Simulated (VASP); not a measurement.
# AlN (P6_3mc) in VASP: a series of runs

AlN is run at these levels: LDA; tasks: relaxation of the atoms.

All numbers are computed with VASP 6.6.1; they aren't measurements. Logs are shortened: lines on timing, memory, paths and dates and some standing lists are left out, and cuts for length are marked.

**Measured values to compare with.**

“Structural and optical properties of self-assembled AlN nanowires grown on SiO2/Si substrates by molecular beam epitaxy”, 2024, arxiv:2402.00216 quotes, for a bulk crystal of AlN at 0 K: band gap 6.0343 eV (an exciton energy, a little under the gap).

The runs below are set against these values where they give the same quantity.

## (1) The cell of the first run

Symmetry: P6_3mc, No. 186, hexagonal system. The conventional cell has a = 3.058 Å, b = 3.058 Å, c = 4.350 Å, α = 90.00°, β = 90.00°, γ = 120.00°. Within 2.2 Å of Al (site symmetry 3m) lie 4 N at 1.66 to 1.84 Å. N (site symmetry 3m) has 4 Al at 1.66 to 1.84 Å within 2.2 Å.

## (2) Relaxation of the atoms, LDA

The input, INCAR:

```
SYSTEM = AlN
PREC = Accurate
ENCUT = 520
EDIFF = 1E-6
ISMEAR = 0
SIGMA = 0.05
LREAL = .False.
LASPH = .True.
NELM = 100
ALGO = Normal
ISIF = 2
LWAVE = .False.
LCHARG = .False.
GGA = CA
IBRION = 2
NSW = 50
EDIFFG = -0.01
```

The input, KPOINTS:

```
Automatic mesh
0
Gamma
  9 9 6
  0 0 0
```

The input, POSCAR:

```
AlN
1.0
    3.0577000000      0.0000000000      0.0000000000
   -1.5288500000      2.6480458772      0.0000000000
    0.0000000000      0.0000000000      4.3504000000
Al N
2 2
Direct
    0.3333333333      0.6666666667      0.0015210172
    0.6666666667      0.3333333333      0.5015210172
    0.3333333333      0.6666666667      0.3834789828
    0.6666666667      0.3333333333      0.8834789828
```

Potentials or basis: VASP PAW LDA potentials, release 64 (Al, N).

The run is started by

```sh
$ cat potpaw_LDA.64/Al/POTCAR potpaw_LDA.64/N/POTCAR > POTCAR
$ mpirun -np 1 vasp_std > vasp.out
```

OUTCAR:

```text
SYSTEM = AlN
   PREC = Accurate
   ENCUT = 520
   EDIFF = 1E-6
   ISMEAR = 0
   LREAL = .False.
   LASPH = .True.
   NELM = 100
   ISIF = 2
   GGA = CA
   IBRION = 2
   NSW = 50
   EDIFFG = -0.01

 ion  position               nearest neighbor table
   1  0.333  0.667  0.002-   3 1.66   4 1.84   4 1.84   4 1.84   2 2.80   2 2.80   2 2.80   2 2.80
                             2 2.80   2 2.80
   2  0.667  0.333  0.502-   4 1.66   3 1.84   3 1.84   3 1.84   1 2.80   1 2.80   1 2.80   1 2.80
                             1 2.80   1 2.80
   3  0.333  0.667  0.383-   1 1.66   2 1.84   2 1.84   2 1.84
   4  0.667  0.333  0.883-   2 1.66   1 1.84   1 1.84   1 1.84

  LATTYP: Found a hexagonal cell.
 ALAT       =     3.0577000000
 C/A-ratio  =     1.4227687478

  Lattice vectors:

 A1 = (   3.0577000000,   0.0000000000,   0.0000000000)
 A2 = (  -1.5288500000,   2.6480458772,   0.0000000000)
 A3 = (   0.0000000000,   0.0000000000,   4.3504000000)

Analysis of symmetry for initial positions (statically):
=====================================================================
 Subroutine PRICEL returns:
 Original cell was already a primitive cell.

 Routine SETGRP: Setting up the symmetry group for a
 hexagonal supercell.

 Subroutine GETGRP returns: Found 12 space group operations
 (whereof  6 operations were pure point group operations)
 out of a pool of 24 trial point group operations.

The static configuration has the point symmetry C_3v.
 The point group associated with its full space group is C_6v.

Analysis of symmetry for dynamics (positions and initial velocities):
=====================================================================
 Subroutine PRICEL returns:
 Original cell was already a primitive cell.

 Routine SETGRP: Setting up the symmetry group for a
 hexagonal supercell.

 Subroutine GETGRP returns: Found 12 space group operations
 (whereof  6 operations were pure point group operations)
 out of a pool of 24 trial point group operations.

The dynamic configuration has the point symmetry C_3v.
 The point group associated with its full space group is C_6v.

 Subroutine INISYM returns: Found 12 space group operations
 (whereof  6 operations are pure point group operations),
 and found     1 'primitive' translations

----------------------------------------------------------------------------------------

                                     Primitive cell

  volume of cell :      35.2249

  direct lattice vectors                    reciprocal lattice vectors
     3.057700000  0.000000000  0.000000000     0.327043202  0.188818481  0.000000000
    -1.528850000  2.648045877  0.000000000     0.000000000  0.377636962  0.000000000
     0.000000000  0.000000000  4.350400000     0.000000000  0.000000000  0.229863921

  length of vectors
     3.057700000  3.057700000  4.350400000     0.377636962  0.377636962  0.229863921

  position of ions in fractional coordinates (direct lattice)
     0.333333333  0.666666667  0.001521017
     0.666666667  0.333333333  0.501521017
     0.333333333  0.666666667  0.383478983
     0.666666667  0.333333333  0.883478983

  ion indices of the primitive-cell ions
   primitive index   ion index
                 1           1
                 2           2
                 3           3
                 4           4

----------------------------------------------------------------------------------------

 KPOINTS: Automatic mesh

Automatic generation of k-mesh.
 Grid dimensions read from file:
 generate k-points for:    9    9    6

 Generating k-lattice:

  Cartesian coordinates                     Fractional coordinates (reciprocal lattice)
     0.036338134  0.020979831  0.000000000     0.111111111  0.000000000  0.000000000
     0.000000000  0.041959662  0.000000000     0.000000000  0.111111111  0.000000000
     0.000000000  0.000000000  0.038310653     0.000000000  0.000000000  0.166666667

  Length of vectors
     0.041959662  0.041959662  0.038310653

  Shift w.r.t. Gamma in fractional coordinates (k-lattice)
     0.000000000  0.000000000  0.000000000

 Subroutine IBZKPT returns following result:
 ===========================================

 Found     48 irreducible k-points:

 Following reciprocal coordinates:
            Coordinates               Weight
  0.000000  0.000000  0.000000      1.000000
  0.111111  0.000000  0.000000      6.000000
  0.222222  0.000000  0.000000      6.000000
  0.333333  0.000000  0.000000      6.000000
  0.444444  0.000000  0.000000      6.000000
  0.111111  0.111111  0.000000      6.000000
[... 16 lines left out ...]
  0.333333  0.222222  0.166667     24.000000
  0.333333  0.333333  0.166667      4.000000
 [... further k-points ...]
   k-points           NKPTS =     48   k-points in BZ     NKDIM =     48   number of bands    NBANDS=     12
   number of dos      NEDOS =    301   number of ions     NIONS =      4
   total plane-waves  NPLWV =  18432
   dimension x,y,z NGX =    24 NGY =   24 NGZ =   32
   dimension x,y,z NGXF=    48 NGYF=   48 NGZF=   64
   ions per type =               2   2
   NGX,Y,Z   is equivalent  to a cutoff of  13.05, 13.05, 12.23 a.u.
   NGXF,Y,Z  is equivalent  to a cutoff of  26.10, 26.10, 24.46 a.u.
 SYSTEM =  AlN
   PREC   = accura    normal or accurate (medium, high low for compatibility)
   ISTART =      0    job   : 0-new  1-cont  2-samecut
   ICHARG =      2    charge: 1-file 2-atom 10-const
   ISPIN  =      1    spin polarized calculation?
   LNONCOLLINEAR =      F non collinear calculations
   LSORBIT =      F    spin-orbit coupling
   LASPH  =      T    aspherical Exc in radial PAW
   ENCUT  =  520.0 eV  38.22 Ry    6.18 a.u.   5.69  5.69  8.09*2*pi/ulx,y,z
   NELM   =    100;   NELMIN=  2; NELMDL= -5     # of ELM steps
   EDIFF  = 0.1E-05   stopping-criterion for ELM
   LREAL  =      F    real-space projection
   EDIFFG = -.1E-01   stopping-criterion for IOM
   NSW    =     50    number of steps for IOM
   IBRION =      2    ionic relax: 0-MD 1-quasi-New 2-CG
   NFREE  =      1    steps in history (QN), initial steepest desc. (CG)
   ISIF   =      2    stress and relaxation
   ISYM   =      2    0-nonsym 1-usesym 2-fastsym
   POTIM  = 0.5000    time-step for ionic-motion
   TEBEG  =    0.0;   TEEND  =   0.0 temperature during run
   PSTRESS=    0.0 pullay stress
   NELECT =      16.0000    total number of electrons
   NUPDOWN=      -1.0000    fix difference up-down
   EMIN   =  10.00;   EMAX   =-10.00  energy-range for DOS
   EFERMI =   0.00;   METHOD = LEGACY
   ISMEAR =     0;   SIGMA  =   0.05  broadening in eV -4-tet -1-fermi 0-gaus
   EFERMI_NEDOS =   21; number of points for ismear=-14 and -15
   IALGO  =     38    algorithm
   IMIX   =      4    mixing-type and parameters
     AMIX     =   0.40;   BMIX     =  1.00
     AMIX_MAG =   1.60;   BMIX_MAG =  1.00
  volume/ion in A,a.u.               =       8.81        59.43
  Fermi-wavevector in a.u.,A,eV,Ry     =   1.258437  2.378102 21.547068  1.583665
  Thomas-Fermi vector in A             =   2.392047
   LORBIT       =      0    0 simple, 1 ext, 2 COOP (PROOUT), +10 PAW based schemes
   GGA     = CA    functional components
   LHFCALC =     F    Hartree Fock is set to
   AEXX    =    0.0000 exact exchange contribution
   IVDW    =     0    specifies the selected vdW correction
   LEPSILON=     F    determine dielectric tensor
   LRPA    =     F    only Hartree local field effects (RPA)
 conjugate gradient relaxation of ions
 non-spin polarized calculation
 Gauss-broadening in eV      SIGMA  =   0.05
  energy-cutoff  :      520.00
  volume of cell :       35.22
 maximum number of plane-waves:       976
 NGX is ok and might be reduce to    24
   NGX = 11   NGY = 11   NGZ = 17

--------------------------------------- Ionic step        1  -------------------------------------------

 number of electron      15.9999997 magnetization

 Free energy of the ion-electron system (eV)
  ---------------------------------------------------
  ext. energy  EPLUGINS =         0.00000000
  ---------------------------------------------------
  free energy    TOTEN  =       -31.52731209 eV

  energy without entropy =      -31.52731209  energy(sigma->0) =      -31.52731209

------------------------ aborting loop because EDIFF is reached ----------------------------------------

  FORCE on cell =-STRESS in cart. coord.  units (eV):
  Direction    XX          YY          ZZ          XY          YZ          ZX
  --------------------------------------------------------------------------------------
  -------------------------------------------------------------------------------------
  Total        4.4913899      4.4913899     21.6668969      0.0000000      0.0000000      0.0000000
  in kB      204.2874911    204.2874911    985.5024991      0.0000000      0.0000000      0.0000000
  external PRESSURE =     464.6924938 kB  Pullay stress =       0.0000000 kB
[... 95 lines left out ...]
  FREE ENERGIE OF THE ION-ELECTRON SYSTEM (eV)
  ---------------------------------------------------
  free  energy   TOTEN  =       -32.1075469692 eV

  energy  without entropy=      -32.1075469692  energy(sigma->0) =      -32.10754697

[... ionic steps 4 to 16 ...]

--------------------------------------- Ionic step       17  -------------------------------------------

 number of electron      15.9999998 magnetization

------------------------ aborting loop because EDIFF is reached ----------------------------------------
[... 71 lines left out ...]
--------------------------------------- Ionic step       19  -------------------------------------------

 number of electron      15.9999998 magnetization

 Free energy of the ion-electron system (eV)
  ---------------------------------------------------
  ext. energy  EPLUGINS =         0.00000000
  ---------------------------------------------------
  free energy    TOTEN  =       -32.10756403 eV

  energy without entropy =      -32.10756403  energy(sigma->0) =      -32.10756403

 E-fermi :   8.9007     XC(G=0): -12.0188

 val. band max:        8.6988812301   @ k =   0.0000   0.0000   0.0000
 cond. band min:      13.3650195037   @ k =   0.3333   0.3333   0.0000
 fundamental gap:      4.6661382737
 Fermi energy:         8.9006945958

 k-point     1 :       0.0000    0.0000    0.0000
  band No.  band energies     occupation
      1      -8.4732      2.00000
      2      -4.9537      2.00000
      3       1.2143      2.00000
      4       6.0180      2.00000
      5       6.0180      2.00000
      6       7.1734      2.00000
      7       7.1734      2.00000
      8       8.6989      2.00000
      9      13.4461      0.00000
     10      14.9046      0.00000
     11      18.7108      0.00000
     12      18.7108      0.00000
[... 331 lines left out ...]
 k-point    24 :       0.3333    0.3333    0.1667
  band No.  band energies     occupation
      1      -5.3186      2.00000
      2      -5.3186      2.00000
      3       1.9247      2.00000
      4       3.0764      2.00000
      5       3.0764      2.00000
      6       4.9686      2.00000
      7       5.9815      2.00000
      8       5.9815      2.00000
      9      13.9585      0.00000
     10      16.1388      0.00000
     11      18.1021      0.00000
     12      18.1021      0.00000

 [... further k-points ...]

------------------------ aborting loop because EDIFF is reached ----------------------------------------

  FORCE on cell =-STRESS in cart. coord.  units (eV):
  Direction    XX          YY          ZZ          XY          YZ          ZX
  --------------------------------------------------------------------------------------
  -------------------------------------------------------------------------------------
  Total        7.6411202      7.6411202      8.1894827     -0.0000000      0.0000000      0.0000000
  in kB      347.5506042    347.5506042    372.4924565     -0.0000000      0.0000000      0.0000000
  external PRESSURE =     355.8645550 kB  Pullay stress =       0.0000000 kB
[... 19 lines left out ...]
  FREE ENERGIE OF THE ION-ELECTRON SYSTEM (eV)
  ---------------------------------------------------
  free  energy   TOTEN  =       -32.1075640260 eV

  energy  without entropy=      -32.1075640260  energy(sigma->0) =      -32.10756403

 reached required accuracy - stopping structural energy minimisation
```

Run time: 46 s. Hardware: 1 thread of Intel Xeon 6975P-C, shared host; peak memory 0.14 GiB.

Results:

| Property | Result |
| --- | --- |
| Free energy | -32.1076 eV |
| Energy gained by relaxing | 145.1 meV/atom |
| Ionic steps | 19 |
| Pressure after relaxing | 35.6 GPa |
| Band gap on the k mesh | 4.67 eV, indirect (least direct gap 4.75 eV) |

Forces on the atoms (eV/Å):
```
Al   0.000  0.000 -0.003
Al   0.000  0.000 -0.003
N    0.000  0.000  0.003
N    0.000  0.000  0.003
```

Step by step:
| step | energy change (eV) | largest force (eV/Å) | pressure (GPa) |
| --- | --- | --- | --- |
| 1 | 0.0000 | 3.9920 | 46.47 |
| 2 | -0.3717 | 0.5623 | 33.15 |
| 3 | -0.5802 | 0.0137 | 35.55 |
| 4 | -0.5802 | 0.0259 | 35.64 |
| 5 | -0.5802 | 0.0248 | 35.64 |
| 6 | -0.5802 | 0.0244 | 35.64 |
| 7 | -0.5802 | 0.0243 | 35.64 |
| 8 | -0.5802 | 0.0243 | 35.64 |
| 9 | -0.5802 | 0.0243 | 35.64 |
| 10 | -0.5802 | 0.0243 | 35.64 |
| 11 | -0.5802 | 0.0242 | 35.64 |
| 12 | -0.5802 | 0.0241 | 35.64 |
| 13 | -0.5802 | 0.0239 | 35.64 |
| 14 | -0.5802 | 0.0237 | 35.64 |
| 15 | -0.5802 | 0.0231 | 35.64 |
| 16 | -0.5802 | 0.0218 | 35.64 |
| 17 | -0.5802 | 0.0191 | 35.63 |
| 18 | -0.5802 | 0.0140 | 35.61 |
| 19 | -0.5803 | 0.0027 | 35.59 |

Final structure:
```
Al N
1.0
     3.05770    0.00000    0.00000
    -1.52885    2.64805    0.00000
     0.00000    0.00000    4.35040
Al N
2 2
Direct
  0.33333 0.66667 0.98081
  0.66667 0.33333 0.48081
  0.33333 0.66667 0.40419
  0.66667 0.33333 0.90419
```

Levels at points of the mesh, in eV from the valence-band top:
| k point | band 6 | band 7 | band 8 | band 9 | band 10 | band 11 |
| --- | --- | --- | --- | --- | --- | --- |
| (0.00, 0.00, 0.00) | -1.53 | -1.53 | 0.00 | 4.75 | 6.21 | 10.01 |
| (0.00, 0.00, 0.50) | -2.13 | -2.13 | -2.13 | 6.73 | 6.73 | 10.30 |

A k mesh can miss the band edges. As with any semilocal functional, this LDA gap is likely too small.

## (3) Relaxation of the atoms, LDA

This run uses another cell than the first one, of 8.84 Å³/atom, 1.004 times its volume.

The input, INCAR:

```
ALGO = Normal
EDIFF = 1E-7
EDIFFG = -0.01
ENCUT = 520
IBRION = 2
ISIF = 2
ISMEAR = 0
LASPH = T
LCHARG = F
LREAL = F
LWAVE = F
NELM = 60
NSW = 50
PREC = Accurate
SIGMA = 0.05
```

The input, KPOINTS:

```
k-points
0
Gamma
  9 9 6
```

The input, POSCAR:

```
AlN
1.0
    2.9960000000      0.0000000000      0.0000000000
   -1.4980000000      2.5946121098      0.0000000000
    0.0000000000      0.0000000000      4.5481000000
Al N
2 2
Direct
    0.3333333333      0.6666666667      0.0015210172
    0.6666666667      0.3333333333      0.5015210172
    0.3333333333      0.6666666667      0.3834789828
    0.6666666667      0.3333333333      0.8834789828
```

Potentials or basis: VASP PAW LDA potentials, release 64 (Al, N).

The run is started by

```sh
$ cat potpaw_LDA.64/Al/POTCAR potpaw_LDA.64/N/POTCAR > POTCAR
$ mpirun -np 1 vasp_std > vasp.out
```

It took 23 s on 1 thread of Intel Xeon 6975P-C, shared host; peak memory 0.14 GiB.

The run converged. Its results:

- Free energy: -32.1853 eV
- Energy gained by relaxing: 25.8 meV/atom
- Ionic steps: 3
- Pressure after relaxing: 39.5 GPa
- Band gap on the k mesh: 4.82 eV, indirect (least direct gap 5.32 eV)

Stress tensor (GPa, compression positive):
```
37.93  0.00  0.00
 0.00 37.93  0.00
 0.00  0.00 42.66
```

The path:
```
step  energy change (eV)  largest force (eV/Å)  pressure (GPa)
   1              0.0000                1.5364           41.76
   2             -0.0246                0.9466           38.95
   3             -0.1034                0.0003           39.50
```

Final structure:
```
CELL_PARAMETERS angstrom
2.99600 0.00000 0.00000
-1.49800 2.59461 0.00000
0.00000 0.00000 4.54810
ATOMIC_POSITIONS crystal
Al 0.33333 0.66667 0.99352
Al 0.66667 0.33333 0.49352
N 0.33333 0.66667 0.39148
N 0.66667 0.33333 0.89148
```

Levels at points of the mesh, in eV from the valence-band top:
```tsv
k point	band 4	band 5	band 6	band 7	band 8	band 9	band 10	band 11	band 12
(0.00, 0.00, 0.00)	-1.76	-1.76	-0.88	-0.88	0.00	5.32	7.14	11.14	11.14
(0.00, 0.00, 0.50)	-3.72	-1.34	-1.34	-1.34	-1.34	7.32	7.32	11.33	11.33
```

A k mesh can miss the band edges. A hybrid or GW would open this gap; LDA tends to underestimate it.

(Part 1 of 2 ends here.)
